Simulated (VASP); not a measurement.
# AlN (I4/mmm) in VASP: a series of runs

AlN is run at these levels: r2SCAN; tasks: single point.

Program: VASP 6.6.1. These are calculated values, not measurements. Logs are shortened: lines on timing, memory, paths and dates and some standing lists are left out, and cuts for length are marked.

## Step 1: The cell of the first run

It takes space group I4/mmm (No. 139, tetragonal). Conventional cell: a = 2.805 Å, b = 2.805 Å, c = 4.272 Å, α = 90.00°, β = 90.00°, γ = 90.00°. Within 2.6 Å of Al (site symmetry 4/mmm) lie 6 N at 1.98 to 2.14 Å. Within 2.6 Å of N (site symmetry 4/mmm) lie 6 Al at 1.98 to 2.14 Å.

## Step 2: Single point, r2SCAN (strain -0.025 along x and y, +0.050 along z)

Input file POSCAR:

```
AlN
1.0
    0.0000000000      1.9836550500      2.1362439000
    1.9836550500      0.0000000000      2.1362439000
    1.9836550500      1.9836550500      0.0000000000
Al N
1 1
Direct
    0.5000000000      0.5000000000      0.5000000000
    0.0000000000      0.0000000000      0.0000000000
```

Input file INCAR.step1:

```
PREC = Accurate ; ENCUT = 520
ISMEAR = 0 ; SIGMA = 0.05
LREAL = False ; LASPH = True
NELM = 60 ; NBANDS = 11
GGA = PE ; ALGO = Normal
EDIFF = 1E-4 ; LWAVE = True
LCHARG = False
```

Input file INCAR.step2:

```
PREC = Accurate ; ENCUT = 520
EDIFF = 1E-6 ; ISMEAR = 0
SIGMA = 0.05 ; LREAL = False
LASPH = True ; NELM = 60
ALGO = Normal ; ISIF = 2
LWAVE = False ; LCHARG = False
METAGGA = R2SCAN ; LMIXTAU = True
NBANDS = 11 ; ISTART = 1
```

Input file KPOINTS:

```
regular mesh
0
Gamma
  10 10 10
```

Potentials or basis: VASP PAW PBE potentials, release 64 (Al, N).

Launch:

```console
> cat potpaw_PBE.64/Al/POTCAR potpaw_PBE.64/N/POTCAR > POTCAR
> cp INCAR.step1 INCAR
> mpirun -np 1 vasp_std > vasp.out
> cp INCAR.step2 INCAR
> mpirun -np 1 vasp_std > vasp.out
```

OUTCAR:

```text
PREC = Accurate
   ENCUT = 520
   EDIFF = 1E-6
   ISMEAR = 0
   LREAL = False
   LASPH = True
   NELM = 60
   ISIF = 2
   METAGGA = R2SCAN
   ISTART = 1

 ion  position               nearest neighbor table
   1  0.500  0.500  0.500-   2 1.98   2 1.98   2 1.98   2 1.98   2 2.14   2 2.14
   2  0.000  0.000  0.000-   1 1.98   1 1.98   1 1.98   1 1.98   1 2.14   1 2.14

  LATTYP: Found a body centered tetragonal cell.
 ALAT       =     2.8053118748
 C/A-ratio  =     1.5229992210

  Lattice vectors:

 A1 = (  -1.9836550500,   0.0000000000,   2.1362439000)
 A2 = (   1.9836550500,   0.0000000000,   2.1362439000)
 A3 = (   0.0000000000,   1.9836550500,  -2.1362439000)

Analysis of symmetry for initial positions (statically):
=====================================================================
 Subroutine PRICEL returns:
 Original cell was already a primitive cell.

 Routine SETGRP: Setting up the symmetry group for a
 body centered tetragonal supercell.

 Subroutine GETGRP returns: Found 16 space group operations
 (whereof 16 operations were pure point group operations)
 out of a pool of 16 trial point group operations.

The static configuration has the point symmetry D_4h.

Analysis of symmetry for dynamics (positions and initial velocities):
=====================================================================
 Subroutine PRICEL returns:
 Original cell was already a primitive cell.

 Routine SETGRP: Setting up the symmetry group for a
 body centered tetragonal supercell.

 Subroutine GETGRP returns: Found 16 space group operations
 (whereof 16 operations were pure point group operations)
 out of a pool of 16 trial point group operations.

The dynamic configuration has the point symmetry D_4h.

 Subroutine INISYM returns: Found 16 space group operations
 (whereof 16 operations are pure point group operations),
 and found     1 'primitive' translations

----------------------------------------------------------------------------------------

                                     Primitive cell

  volume of cell :      16.8118

  direct lattice vectors                    reciprocal lattice vectors
     0.000000000  1.983655050  2.136243900    -0.252059954  0.252059954  0.234055671
     1.983655050  0.000000000  2.136243900     0.252059954 -0.252059954  0.234055671
     1.983655050  1.983655050  0.000000000     0.252059954  0.252059954 -0.234055671

  length of vectors
     2.915205886  2.915205886  2.805311875     0.426439325  0.426439325  0.426439325

  position of ions in fractional coordinates (direct lattice)
     0.500000000  0.500000000  0.500000000
     0.000000000  0.000000000  0.000000000

  ion indices of the primitive-cell ions
   primitive index   ion index
                 1           1
                 2           2

----------------------------------------------------------------------------------------

 KPOINTS: regular mesh

Automatic generation of k-mesh.
 Grid dimensions read from file:
 generate k-points for:   10   10   10

 Generating k-lattice:

  Cartesian coordinates                     Fractional coordinates (reciprocal lattice)
    -0.025205995  0.025205995  0.023405567     0.100000000 -0.000000000  0.000000000
     0.025205995 -0.025205995  0.023405567    -0.000000000  0.100000000  0.000000000
     0.025205995  0.025205995 -0.023405567     0.000000000  0.000000000  0.100000000

  Length of vectors
     0.042643932  0.042643932  0.042643932

  Shift w.r.t. Gamma in fractional coordinates (k-lattice)
     0.000000000  0.000000000  0.000000000

 Subroutine IBZKPT returns following result:
 ===========================================

 Found    102 irreducible k-points:

 Following reciprocal coordinates:
            Coordinates               Weight
  0.000000  0.000000  0.000000      1.000000
  0.100000  0.000000  0.000000      8.000000
  0.200000  0.000000  0.000000      8.000000
  0.300000  0.000000  0.000000      8.000000
  0.400000  0.000000  0.000000      8.000000
  0.500000  0.000000  0.000000      4.000000
[... 16 lines left out ...]
  0.300000  0.300000  0.000000      2.000000
  0.400000  0.300000  0.000000      8.000000
 [... further k-points ...]
   k-points           NKPTS =    102   k-points in BZ     NKDIM =    102   number of bands    NBANDS=     11
   number of dos      NEDOS =    301   number of ions     NIONS =      2
   total plane-waves  NPLWV =  13824
   dimension x,y,z NGX =    24 NGY =   24 NGZ =   24
   dimension x,y,z NGXF=    48 NGYF=   48 NGZF=   48
   ions per type =               1   1
   NGX,Y,Z   is equivalent  to a cutoff of  13.69, 13.69, 14.22 a.u.
   NGXF,Y,Z  is equivalent  to a cutoff of  27.37, 27.37, 28.45 a.u.
 SYSTEM =  unknown system
   PREC   = accura    normal or accurate (medium, high low for compatibility)
   ISTART =      1    job   : 0-new  1-cont  2-samecut
   ICHARG =      0    charge: 1-file 2-atom 10-const
   ISPIN  =      1    spin polarized calculation?
   LNONCOLLINEAR =      F non collinear calculations
   LSORBIT =      F    spin-orbit coupling
   LASPH  =      T    aspherical Exc in radial PAW
   ENCUT  =  520.0 eV  38.22 Ry    6.18 a.u.   5.42  5.42  5.22*2*pi/ulx,y,z
   NELM   =     60;   NELMIN=  2; NELMDL=  0     # of ELM steps
   EDIFF  = 0.1E-05   stopping-criterion for ELM
   LREAL  =      F    real-space projection
   EDIFFG = 0.1E-04   stopping-criterion for IOM
   NSW    =      0    number of steps for IOM
   IBRION =     -1    ionic relax: 0-MD 1-quasi-New 2-CG
   NFREE  =      0    steps in history (QN), initial steepest desc. (CG)
   ISIF   =      2    stress and relaxation
   ISYM   =      2    0-nonsym 1-usesym 2-fastsym
   POTIM  = 0.5000    time-step for ionic-motion
   TEBEG  =    0.0;   TEEND  =   0.0 temperature during run
   PSTRESS=    0.0 pullay stress
   NELECT =       8.0000    total number of electrons
   NUPDOWN=      -1.0000    fix difference up-down
   EMIN   =  10.00;   EMAX   =-10.00  energy-range for DOS
   EFERMI =   0.00;   METHOD = LEGACY
   ISMEAR =     0;   SIGMA  =   0.05  broadening in eV -4-tet -1-fermi 0-gaus
   EFERMI_NEDOS =   21; number of points for ismear=-14 and -15
   IALGO  =     38    algorithm
   IMIX   =      4    mixing-type and parameters
     AMIX     =   0.40;   BMIX     =  1.00
     AMIX_MAG =   1.60;   BMIX_MAG =  1.00
  volume/ion in A,a.u.               =       8.41        56.73
  Fermi-wavevector in a.u.,A,eV,Ry     =   1.278107  2.415271 22.225889  1.633557
  Thomas-Fermi vector in A             =   2.410668
   LORBIT       =      0    0 simple, 1 ext, 2 COOP (PROOUT), +10 PAW based schemes
   METAGGA = R2SCAN    functional components
   LHFCALC =     F    Hartree Fock is set to
   AEXX    =    0.0000 exact exchange contribution
   IVDW    =     0    specifies the selected vdW correction
   LEPSILON=     F    determine dielectric tensor
   LRPA    =     F    only Hartree local field effects (RPA)
 non-spin polarized calculation
 Gauss-broadening in eV      SIGMA  =   0.05
  energy-cutoff  :      520.00
  volume of cell :       16.81
 maximum number of plane-waves:       465
 NGX is ok and might be reduce to    24
   NGX = 11   NGY = 11   NGZ = 11

 number of electron       8.0000000 magnetization

 Free energy of the ion-electron system (eV)
  ---------------------------------------------------
  ext. energy  EPLUGINS =         0.00000000
  ---------------------------------------------------
  free energy    TOTEN  =       -18.84411928 eV

  energy without entropy =      -18.84411928  energy(sigma->0) =      -18.84411928

 E-fermi :  10.0477     XC(G=0): -12.7843

 val. band max:        9.8416145982   @ k =   0.0000   0.0000   0.0000
 cond. band min:      14.6881418752   @ k =   0.5000   0.0000   0.5000
 fundamental gap:      4.8465272770
 Fermi energy:        10.0477212561

 k-point     1 :       0.0000    0.0000    0.0000
  band No.  band energies     occupation
      1      -8.7121      2.00000
      2       9.3672      2.00000
      3       9.3672      2.00000
      4       9.8416      2.00000
      5      15.6968      0.00000
      6      21.7704      0.00000
      7      22.8142      0.00000
      8      22.8142      0.00000
      9      26.9303      0.00000
     10      27.5606      0.00000
     11      28.2172      0.00000

 k-point     2 :       0.1000    0.0000    0.0000
  band No.  band energies     occupation
      1      -8.5068      2.00000
      2       8.4485      2.00000
      3       9.2775      2.00000
      4       9.5641      2.00000
      5      16.3417      0.00000
      6      21.5319      0.00000
      7      22.4190      0.00000
      8      23.1459      0.00000
      9      25.6073      0.00000
     10      27.6486      0.00000
     11      28.7518      0.00000

 k-point     3 :       0.2000    0.0000    0.0000
  band No.  band energies     occupation
      1      -7.9121      2.00000
      2       6.3086      2.00000
      3       9.0566      2.00000
      4       9.1293      2.00000
      5      17.0300      0.00000
      6      21.1019      0.00000
      7      22.2978      0.00000
      8      23.6360      0.00000
      9      25.6281      0.00000
     10      26.5829      0.00000
     11      28.4935      0.00000

 k-point     4 :       0.3000    0.0000    0.0000
  band No.  band energies     occupation
      1      -7.0104      2.00000
      2       3.9709      2.00000
      3       8.6774      2.00000
      4       8.8072      2.00000
      5      16.7548      0.00000
      6      21.5029      0.00000
      7      22.1621      0.00000
      8      23.1319      0.00000
      9      27.2274      0.00000
     10      27.7074      0.00000
     11      27.9948      0.00000

 k-point     5 :       0.4000    0.0000    0.0000
  band No.  band energies     occupation
      1      -6.0318      2.00000
      2       2.0344      2.00000
      3       8.3503      2.00000
      4       8.6213      2.00000
      5      16.3185      0.00000
      6      20.9905      0.00000
      7      22.4630      0.00000
      8      23.3253      0.00000
      9      27.0309      0.00000
     10      29.9208      0.00000
     11      30.1198      0.00000
[... 211 lines left out ...]
 k-point    21 :      -0.3000    0.2000    0.0000
  band No.  band energies     occupation
      1      -5.7470      2.00000
      2       2.7728      2.00000
      3       5.8377      2.00000
      4       8.5302      2.00000
      5      18.8764      0.00000
      6      20.0358      0.00000
      7      21.5806      0.00000
      8      23.3004      0.00000
      9      28.0008      0.00000
     10      30.2965      0.00000
     11      30.7340      0.00000

 k-point    22 :      -0.2000    0.2000    0.0000
  band No.  band energies     occupation
      1      -6.6343      2.00000
      2       4.0488      2.00000
      3       6.7820      2.00000
      4       8.8847      2.00000
      5      18.9373      0.00000
      6      19.9813      0.00000
      7      21.3470      0.00000
      8      23.5703      0.00000
      9      25.9262      0.00000
     10      29.8489      0.00000
     11      30.0252      0.00000

 k-point    23 :       0.3000    0.3000    0.0000
  band No.  band energies     occupation
      1      -6.7145      2.00000
      2       4.5467      2.00000
      3       7.7170      2.00000
      4       7.7170      2.00000
      5      17.2883      0.00000
      6      17.3379      0.00000
      7      21.6237      0.00000
      8      26.7263      0.00000
      9      26.7263      0.00000
     10      31.5880      0.00000
     11      34.8665      0.00000

 k-point    24 :       0.4000    0.3000    0.0000
  band No.  band energies     occupation
      1      -6.0345      2.00000
      2       3.5396      2.00000
      3       6.8573      2.00000
      4       7.5030      2.00000
      5      16.7757      0.00000
      6      17.6082      0.00000
      7      22.1829      0.00000
      8      26.7659      0.00000
      9      27.4368      0.00000
     10      32.6457      0.00000
     11      35.2450      0.00000

 [... further k-points ...]

------------------------ aborting loop because EDIFF is reached ----------------------------------------

  FORCE on cell =-STRESS in cart. coord.  units (eV):
  Direction    XX          YY          ZZ          XY          YZ          ZX
  --------------------------------------------------------------------------------------
  -------------------------------------------------------------------------------------
  Total        0.1845463      0.1845463     -1.5857942      0.0000000      0.0000000      0.0000000
  in kB       17.5874508     17.5874508   -151.1277732      0.0000000      0.0000000      0.0000000
  external PRESSURE =     -38.6509572 kB  Pullay stress =       0.0000000 kB

 VOLUME and BASIS-vectors are now :
 -----------------------------------------------------------------------------
  energy-cutoff  :      520.00
  volume of cell :       16.81
      direct lattice vectors                 reciprocal lattice vectors
     0.000000000  1.983655050  2.136243900    -0.252059954  0.252059954  0.234055671
     1.983655050  0.000000000  2.136243900     0.252059954 -0.252059954  0.234055671
     1.983655050  1.983655050  0.000000000     0.252059954  0.252059954 -0.234055671

 POSITION                                       TOTAL-FORCE (eV/Angst)
 -----------------------------------------------------------------------------------
      1.98366      1.98366      2.13624        -0.000000      0.000000      0.000000
      0.00000      0.00000      0.00000         0.000000     -0.000000      0.000000
 -----------------------------------------------------------------------------------
    total drift:                                0.000000     -0.000000     -0.000000

  FREE ENERGIE OF THE ION-ELECTRON SYSTEM (eV)
  ---------------------------------------------------
  free  energy   TOTEN  =       -18.8441192818 eV

  energy  without entropy=      -18.8441192818  energy(sigma->0) =      -18.84411928
```

Wall time 46 s (1 thread of Intel Xeon 8259CL, shared host); peak memory 0.15 GiB.

Results:

```yaml
Free_energy: -18.8441 eV
Pressure: -3.9 GPa
Band_gap_on_the_k_mesh: 4.85 eV (least direct gap 5.86 eV)
```

Caveat: the cell differs from its parent crystal (strain -0.025 along x and y, +0.050 along z); the cell stands under tension; the PAW data sets were made with another functional, which shifts forces and pressure a little. A k mesh can miss the band edges.

## Step 3: Single point, r2SCAN (strain +0.000 along x and y, +0.025 along z)

Input file POSCAR:

```
AlN
1.0
    0.0000000000      2.0345180000      2.0853809500
    2.0345180000      0.0000000000      2.0853809500
    2.0345180000      2.0345180000      0.0000000000
Al N
1 1
Direct
    0.5000000000      0.5000000000      0.5000000000
    0.0000000000      0.0000000000      0.0000000000
```

Input file INCAR.step1:

```
PREC = Accurate
ENCUT = 520
ISMEAR = 0
SIGMA = 0.05
LREAL = False
LASPH = True
NELM = 100
NBANDS = 11
GGA = PE
ALGO = Normal
EDIFF = 1E-4
LWAVE = True
LCHARG = False
```

Input file INCAR.step2:

```
PREC = Accurate
ENCUT = 520
EDIFF = 1E-7
ISMEAR = 0
SIGMA = 0.05
LREAL = False
LASPH = True
NELM = 100
ALGO = Normal
ISIF = 2
LWAVE = False
LCHARG = False
METAGGA = R2SCAN
LMIXTAU = True
NBANDS = 11
ISTART = 1
```

Input file KPOINTS:

```
Automatic mesh
0
Gamma
  10 10 10
```

Potentials or basis: VASP PAW PBE potentials, release 64 (Al, N).

Launch:

```console
> cat potpaw_PBE.64/Al/POTCAR potpaw_PBE.64/N/POTCAR > POTCAR
> cp INCAR.step1 INCAR
> mpirun -np 1 vasp_std > vasp.out
> cp INCAR.step2 INCAR
> mpirun -np 1 vasp_std > vasp.out
```

Run time: 64 s. Hardware: 1 thread of Intel Xeon 8259CL, shared host; peak memory 0.15 GiB.

The run converged. Its results:

| Property | Result |
| --- | --- |
| Free energy | -18.8579 eV |
| Pressure | -12.5 GPa |
| Band gap on the k mesh | 4.87 eV (least direct gap 5.75 eV) |

Stress tensor (GPa, compression positive):
```
-10.88   0.00   0.00
  0.00 -10.88   0.00
  0.00   0.00 -15.82
```

Levels at points of the mesh, in eV from the valence-band top:
```tsv
k point	band 2	band 3	band 4	band 5	band 6	band 7
(0.00, 0.00, 0.00)	-0.18	-0.18	0.00	5.75	12.43	12.77
(0.50, 0.00, 0.00)	-8.28	-1.24	-1.15	6.49	11.18	11.71
(0.50, 0.50, 0.00)	-7.43	-2.78	-2.78	5.09	6.09	14.48
(0.50, 0.00, 0.50)	-7.34	-3.12	-2.79	4.87	5.86	14.80
```

Caveat: the cell differs from its parent crystal (strain +0.000 along x and y, +0.025 along z); the cell stands under tension; the PAW data sets were made with another functional, which shifts forces and pressure a little.
